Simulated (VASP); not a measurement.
# TiAl (P-6m2) in VASP: further runs

Runs on TiAl. Level: LDA. Tasks: single point.

All numbers are computed with VASP 6.6.1; they aren't measurements. Logs are shortened: lines on timing, memory, paths and dates and some standing lists are left out, and cuts for length are marked.

**1. The cell of the first run**

The structure is hexagonal, space group P-6m2 (No. 187). Conventional cell: a = 2.735 Å, b = 2.735 Å, c = 4.464 Å, α = 90.00°, β = 90.00°, γ = 120.00°. Within 3.6 Å of Ti (site symmetry -6m2) lie 6 Al at 2.73 Å and 6 Ti at 2.73 Å. Al (site symmetry -6m2) has 6 Ti at 2.73 Å and 6 Al at 2.73 Å within 3.6 Å.

**2. Single point, LDA, collinear spin (14.46 Å³/atom)**

INCAR reads:

```
SYSTEM = TiAl
  PREC = Accurate
  ENCUT = 520
  EDIFF = 1E-6
  ISMEAR = 0
  SIGMA = 0.15
  LREAL = .False.
  LASPH = .True.
  NELM = 150
  ALGO = Normal
  ISIF = 2
  LWAVE = .False.
  LCHARG = .False.
  ISPIN = 2
  MAGMOM = 0.625 0
  LORBIT = 11
  NUPDOWN = 0.625
  LMAXMIX = 4
  NBANDS = 18
```

KPOINTS reads:

```
Automatic mesh
0
Gamma
  21 21 12
  0 0 0
```

POSCAR reads:

```
TiAl
1.0
    2.7349265319      0.0000000000      0.0000000000
   -1.3674632659      2.3685158541      0.0000000000
    0.0000000000      0.0000000000      4.4642272374
Ti Al
1 1
Direct
    0.0000000000      0.0000000000      0.0000000000
    0.3333333333      0.6666666667      0.5000000000
```

Potentials or basis: VASP PAW LDA potentials, release 64 (Ti_sv, Al).

Launch:

```sh
$ cat potpaw_LDA.64/Ti_sv/POTCAR potpaw_LDA.64/Al/POTCAR > POTCAR
$ mpirun -np 1 vasp_std > vasp.out
```

OUTCAR:

```text
SYSTEM = TiAl
   PREC = Accurate
   ENCUT = 520
   EDIFF = 1E-6
   ISMEAR = 0
   LREAL = .False.
   LASPH = .True.
   NELM = 150
   ISIF = 2
   ISPIN = 2
   LORBIT = 11
   NUPDOWN = 0.625

 ion  position               nearest neighbor table
   1  0.000  0.000  0.000-   2 2.73   2 2.73   2 2.73   2 2.73   2 2.73   2 2.73
   2  0.333  0.667  0.500-   1 2.73   1 2.73   1 2.73   1 2.73   1 2.73   1 2.73

  LATTYP: Found a hexagonal cell.
 ALAT       =     2.7349265319
 C/A-ratio  =     1.6323024349

  Lattice vectors:

 A1 = (   2.7349265319,   0.0000000000,   0.0000000000)
 A2 = (  -1.3674632659,   2.3685158541,   0.0000000000)
 A3 = (   0.0000000000,   0.0000000000,   4.4642272374)

Analysis of symmetry for initial positions (statically):
=====================================================================
 Subroutine PRICEL returns:
 Original cell was already a primitive cell.

 Routine SETGRP: Setting up the symmetry group for a
 hexagonal supercell.

 Subroutine GETGRP returns: Found 12 space group operations
 (whereof 12 operations were pure point group operations)
 out of a pool of 24 trial point group operations.

The static configuration has the point symmetry D_3h.

Analysis of symmetry for dynamics (positions and initial velocities):
=====================================================================
 Subroutine PRICEL returns:
 Original cell was already a primitive cell.

 Routine SETGRP: Setting up the symmetry group for a
 hexagonal supercell.

 Subroutine GETGRP returns: Found 12 space group operations
 (whereof 12 operations were pure point group operations)
 out of a pool of 24 trial point group operations.

The dynamic configuration has the point symmetry D_3h.

Analysis of structural, dynamic, and magnetic symmetry:
=====================================================================
 Subroutine PRICEL returns:
 Original cell was already a primitive cell.

 Routine SETGRP: Setting up the symmetry group for a
 hexagonal supercell.

 Subroutine GETGRP returns: Found 12 space group operations
 (whereof 12 operations were pure point group operations)
 out of a pool of 24 trial point group operations.

The overall configuration has the point symmetry D_3h.

 Subroutine INISYM returns: Found 12 space group operations
 (whereof 12 operations are pure point group operations),
 and found     1 'primitive' translations

----------------------------------------------------------------------------------------

                                     Primitive cell

  volume of cell :      28.9180

  direct lattice vectors                    reciprocal lattice vectors
     2.734926532  0.000000000  0.000000000     0.365640535  0.211102661  0.000000000
    -1.367463266  2.368515854  0.000000000     0.000000000  0.422205322  0.000000000
     0.000000000  0.000000000  4.464227237     0.000000000  0.000000000  0.224002934

  length of vectors
     2.734926532  2.734926532  4.464227237     0.422205322  0.422205322  0.224002934

  position of ions in fractional coordinates (direct lattice)
     0.000000000  0.000000000  0.000000000
     0.333333333  0.666666667  0.500000000

  ion indices of the primitive-cell ions
   primitive index   ion index
                 1           1
                 2           2

----------------------------------------------------------------------------------------

 KPOINTS: Automatic mesh

Automatic generation of k-mesh.
 Grid dimensions read from file:
 generate k-points for:   21   21   12

 Generating k-lattice:

  Cartesian coordinates                     Fractional coordinates (reciprocal lattice)
     0.017411454  0.010052508  0.000000000     0.047619048  0.000000000  0.000000000
     0.000000000  0.020105015  0.000000000     0.000000000  0.047619048  0.000000000
     0.000000000  0.000000000  0.018666911     0.000000000  0.000000000  0.083333333

  Length of vectors
     0.020105015  0.020105015  0.018666911

  Shift w.r.t. Gamma in fractional coordinates (k-lattice)
     0.000000000  0.000000000  0.000000000

 Subroutine IBZKPT returns following result:
 ===========================================

 Found    336 irreducible k-points:

 Following reciprocal coordinates:
            Coordinates               Weight
  0.000000  0.000000  0.000000      1.000000
  0.047619 -0.000000  0.000000      6.000000
  0.095238  0.000000  0.000000      6.000000
  0.142857  0.000000  0.000000      6.000000
  0.190476  0.000000  0.000000      6.000000
  0.238095  0.000000  0.000000      6.000000
[... 16 lines left out ...]
  0.142857  0.095238  0.000000     12.000000
  0.190476  0.095238  0.000000     12.000000
 [... further k-points ...]
   k-points           NKPTS =    336   k-points in BZ     NKDIM =    336   number of bands    NBANDS=     18
   number of dos      NEDOS =    301   number of ions     NIONS =      2
   total plane-waves  NPLWV =  14400
   dimension x,y,z NGX =    20 NGY =   20 NGZ =   36
   dimension x,y,z NGXF=    40 NGYF=   40 NGZF=   72
   ions per type =               1   1
   NGX,Y,Z   is equivalent  to a cutoff of  12.16, 12.16, 13.41 a.u.
   NGXF,Y,Z  is equivalent  to a cutoff of  24.31, 24.31, 26.81 a.u.
 SYSTEM =  TiAl
   PREC   = accura    normal or accurate (medium, high low for compatibility)
   ISTART =      0    job   : 0-new  1-cont  2-samecut
   ICHARG =      2    charge: 1-file 2-atom 10-const
   ISPIN  =      2    spin polarized calculation?
   LNONCOLLINEAR =      F non collinear calculations
   LSORBIT =      F    spin-orbit coupling
   LASPH  =      T    aspherical Exc in radial PAW
   ENCUT  =  520.0 eV  38.22 Ry    6.18 a.u.   5.09  5.09  8.30*2*pi/ulx,y,z
   NELM   =    150;   NELMIN=  2; NELMDL= -5     # of ELM steps
   EDIFF  = 0.1E-05   stopping-criterion for ELM
   LREAL  =      F    real-space projection
   EDIFFG = 0.1E-04   stopping-criterion for IOM
   NSW    =      0    number of steps for IOM
   IBRION =     -1    ionic relax: 0-MD 1-quasi-New 2-CG
   NFREE  =      0    steps in history (QN), initial steepest desc. (CG)
   ISIF   =      2    stress and relaxation
   ISYM   =      2    0-nonsym 1-usesym 2-fastsym
   POTIM  = 0.5000    time-step for ionic-motion
   TEBEG  =    0.0;   TEEND  =   0.0 temperature during run
   PSTRESS=    0.0 pullay stress
   NELECT =      15.0000    total number of electrons
   NUPDOWN=       0.6250    fix difference up-down
   EMIN   =  10.00;   EMAX   =-10.00  energy-range for DOS
   EFERMI =   0.00;   METHOD = LEGACY
   ISMEAR =     0;   SIGMA  =   0.15  broadening in eV -4-tet -1-fermi 0-gaus
   EFERMI_NEDOS =   21; number of points for ismear=-14 and -15
   IALGO  =     38    algorithm
   IMIX   =      4    mixing-type and parameters
     AMIX     =   0.40;   BMIX     =  1.00
     AMIX_MAG =   1.60;   BMIX_MAG =  1.00
  volume/ion in A,a.u.               =      14.46        97.57
  Fermi-wavevector in a.u.,A,eV,Ry     =   1.315374  2.485696 23.540910  1.730208
  Thomas-Fermi vector in A             =   2.445561
   LORBIT       =     11    0 simple, 1 ext, 2 COOP (PROOUT), +10 PAW based schemes
   GGA     = CA    functional components
   LHFCALC =     F    Hartree Fock is set to
   AEXX    =    0.0000 exact exchange contribution
   IVDW    =     0    specifies the selected vdW correction
   LEPSILON=     F    determine dielectric tensor
   LRPA    =     F    only Hartree local field effects (RPA)
 spin polarized calculation
 Gauss-broadening in eV      SIGMA  =   0.15
  energy-cutoff  :      520.00
  volume of cell :       28.92
 maximum number of plane-waves:       791
   NGX = 11   NGY = 11   NGZ = 17

 number of electron      14.9999998 magnetization       0.6250000

 Free energy of the ion-electron system (eV)
  ---------------------------------------------------
  ext. energy  EPLUGINS =         0.00000000
  ---------------------------------------------------
  free energy    TOTEN  =       -13.13555639 eV

  energy without entropy =      -13.11648382  energy(sigma->0) =      -13.12602010

 E-fermi :   9.0770     XC(G=0): -11.7692

 val. band max:        9.3712814940   @ k =   0.2857   0.2857   0.0833
 cond. band min:       9.0800640405   @ k =   0.2857   0.1905   0.4167
 fundamental gap:     -0.2912174535
 Fermi energy:         9.3797933617

 spin component 1

 k-point     1 :       0.0000    0.0000    0.0000
  band No.  band energies     occupation
      1     -46.4881      1.00000
      2     -23.2207      1.00000
      3     -22.6047      1.00000
      4     -22.6047      1.00000
      5      -0.5098      1.00000
      6       6.5524      1.00000
[... 10 lines left out ...]
     17      24.2945      0.00000
     18      27.5553      0.00000
[... 463 lines left out ...]
 k-point    24 :       0.1905    0.0952    0.0000
  band No.  band energies     occupation
      1     -46.3997      1.00000
      2     -23.1385      1.00000
      3     -23.0673      1.00000
      4     -22.7323      1.00000
      5       1.1814      1.00000
      6       7.2345      1.00000
[... 10 lines left out ...]
     17      25.5426      0.00000
     18      27.0562      0.00000

 [... further k-points ...]

 spin component 2

 k-point     1 :       0.0000    0.0000    0.0000
  band No.  band energies     occupation
      1     -46.1993      1.00000
      2     -22.9561      1.00000
      3     -22.3060      1.00000
      4     -22.3060      1.00000
      5      -0.3321      1.00000
      6       6.9156      1.00000
[... 10 lines left out ...]
     17      24.5258      0.00000
     18      27.6813      0.00000
[... 463 lines left out ...]
 k-point    24 :       0.1905    0.0952    0.0000
  band No.  band energies     occupation
      1     -46.1115      1.00000
      2     -22.8740      1.00000
      3     -22.7654      1.00000
      4     -22.4327      1.00000
      5       1.3564      1.00000
      6       7.4604      1.00000
[... 10 lines left out ...]
     17      25.7441      0.00000
     18      27.2987      0.00000

 [... further k-points ...]
[... 5 lines left out ...]
  --------------------------------------------------------------------------------------
  -------------------------------------------------------------------------------------
  Total        2.1751320      2.1751320      2.1417053      0.0000000     -0.0000000     -0.0000000
  in kB      120.5113499    120.5113499    118.6593729      0.0000000     -0.0000000     -0.0000000
  external PRESSURE =     119.8940243 kB  Pullay stress =       0.0000000 kB

 VOLUME and BASIS-vectors are now :
 -----------------------------------------------------------------------------
  energy-cutoff  :      520.00
  volume of cell :       28.92
      direct lattice vectors                 reciprocal lattice vectors
     2.734926532  0.000000000  0.000000000     0.365640535  0.211102661  0.000000000
    -1.367463266  2.368515854  0.000000000     0.000000000  0.422205322  0.000000000
     0.000000000  0.000000000  4.464227237     0.000000000  0.000000000  0.224002934

 POSITION                                       TOTAL-FORCE (eV/Angst)
 -----------------------------------------------------------------------------------
      0.00000      0.00000      0.00000         0.000000      0.000000      0.000000
     -0.00000      1.57901      2.23211        -0.000000      0.000000      0.000000
 -----------------------------------------------------------------------------------
    total drift:                                0.000000     -0.000000      0.000000

  FREE ENERGIE OF THE ION-ELECTRON SYSTEM (eV)
  ---------------------------------------------------
  free  energy   TOTEN  =       -13.1355563852 eV

  energy  without entropy=      -13.1164838247  energy(sigma->0) =      -13.12602010

 total charge

# of ion       s       p       d       tot
------------------------------------------
    1        2.248   6.164   2.060  10.472
    2        0.446   0.436   0.000   0.882
--------------------------------------------------
tot          2.694   6.600   2.060  11.354

 magnetization (x)

# of ion       s       p       d       tot
------------------------------------------
    1        0.007   0.043   0.314   0.364
    2        0.004   0.020   0.000   0.024
--------------------------------------------------
tot          0.011   0.063   0.314   0.388
```

It took 4.2 min on 1 thread of Intel Xeon 6975P-C (Granite Rapids), shared host; peak memory 0.34 GiB.

What came out:

```yaml
Free_energy: -13.1356 eV
Pressure: 12.0 GPa
Net_moment: 0.62 μB per cell
Site_moments: Ti +0.36; Al +0.02 μB
Valence_electrons_inside_the_program's_atomic_spheres: Ti 10.47; Al 0.88
```

Stress tensor (GPa, compression positive):
```
12.05  0.00  0.00
 0.00 12.05  0.00
 0.00  0.00 11.87
```

Caveat: the cell stands under pressure; the total moment is fixed, so each spin has its own Fermi level.

**3. Single point, LDA, collinear spin (14.46 Å³/atom)**

INCAR reads:

```
PREC = Accurate
ENCUT = 520
EDIFF = 1E-7
ISMEAR = 0
SIGMA = 0.15
LREAL = False
LASPH = True
NELM = 150
ALGO = Normal
ISIF = 2
LWAVE = False
LCHARG = False
ISPIN = 2
MAGMOM = 0.125 0
LORBIT = 11
NUPDOWN = 0.125
LMAXMIX = 4
NBANDS = 18
```

KPOINTS reads:

```
regular mesh
0
Gamma
  21 21 12
```

POSCAR is that of step 2.

Potentials or basis: VASP PAW LDA potentials, release 64 (Ti_sv, Al).

Launch:

```sh
$ cat potpaw_LDA.64/Ti_sv/POTCAR potpaw_LDA.64/Al/POTCAR > POTCAR
$ mpirun -np 1 vasp_std > vasp.out
```

It took 4.4 min on 1 thread of Intel Xeon 6975P-C (Granite Rapids), shared host; peak memory 0.34 GiB.

The run converged. Its results:

```yaml
Free_energy: -13.1746 eV
Pressure: 11.6 GPa
Net_moment: 0.12 μB per cell
Site_moments: Ti +0.07; Al +0.01 μB
Valence_electrons_inside_the_program's_atomic_spheres: Ti 10.47; Al 0.88
```

Stress tensor (GPa, compression positive):
```
10.89  0.00  0.00
 0.00 10.89  0.00
 0.00  0.00 12.99
```

Caveat: the cell stands under pressure; the total moment is fixed, so each spin has its own Fermi level.

**4. Single point, LDA, collinear spin (13.83 Å³/atom)**

This run uses another cell than the first one, of 13.83 Å³/atom.

INCAR reads:

```
PREC = Accurate ; ENCUT = 520
EDIFF = 1E-6 ; ISMEAR = 0
SIGMA = 0.15 ; LREAL = False
LASPH = True ; NELM = 150
ALGO = Normal ; ISIF = 2
LWAVE = False ; LCHARG = False
ISPIN = 2 ; MAGMOM = 0.875 0
LORBIT = 11 ; NUPDOWN = 0.875
LMAXMIX = 4 ; GGA = CA
NBANDS = 18
```

KPOINTS reads:

```
Automatic mesh
0
Gamma
  21 21 12
```

POSCAR reads:

```
TiAl
1.0
    2.6946785905      0.0000000000      0.0000000000
   -1.3473392953      2.3336601144      0.0000000000
    0.0000000000      0.0000000000      4.3985304247
Ti Al
1 1
Direct
    0.0000000000      0.0000000000      0.0000000000
    0.3333333333      0.6666666667      0.5000000000
```

Launch:

```sh
$ cat potpaw_LDA.64/Ti_sv/POTCAR potpaw_LDA.64/Al/POTCAR > POTCAR
$ mpirun -np 1 vasp_std > vasp.out
```

Run time: 1.8 min. Hardware: 1 thread of Intel Xeon 6975P-C (Granite Rapids), shared host; peak memory 0.33 GiB.

Results (log left out):

```
Free energy                                           : -12.9575 eV
Pressure                                              : 20.2 GPa
Net moment                                            : 0.88 μB per cell
Site moments                                          : Ti +0.52; Al +0.04 μB
Valence electrons inside the program's atomic spheres : Ti 10.54; Al 0.91
```

Stress tensor (GPa, compression positive):
```
20.35  0.00  0.00
 0.00 20.35  0.00
 0.00  0.00 19.82
```

Caveat: the cell stands under pressure; the total moment is fixed, so each spin has its own Fermi level.

**5. Summary**

| fixed moment (μB) | cell | pressure (GPa) | moment (μB) |
| --- | --- | --- | --- |
| 0.625 | a = 2.735, b = 2.735, c = 4.464 Å, angles 90.0, 90.0, 120.0°, 2 atoms | 12.0 | 0.62 |
| 0.125 | a = 2.735, b = 2.735, c = 4.464 Å, angles 90.0, 90.0, 120.0°, 2 atoms | 11.6 | 0.12 |
| 0.875 | a = 2.695, b = 2.695, c = 4.399 Å, angles 90.0, 90.0, 120.0°, 2 atoms | 20.2 | 0.88 |

Alike in all rows: task single point; level LDA; potentials or basis VASP PAW LDA potentials, release 64 (Ti_sv, Al); spin collinear; k mesh 21 × 21 × 12; cutoff (eV) 520; smearing gaussian 0.15 eV.

Caveats: the cell stands under pressure; the total moment is fixed, so each spin has its own Fermi level.

Absolute energies hang on the potentials; compare differences alone.
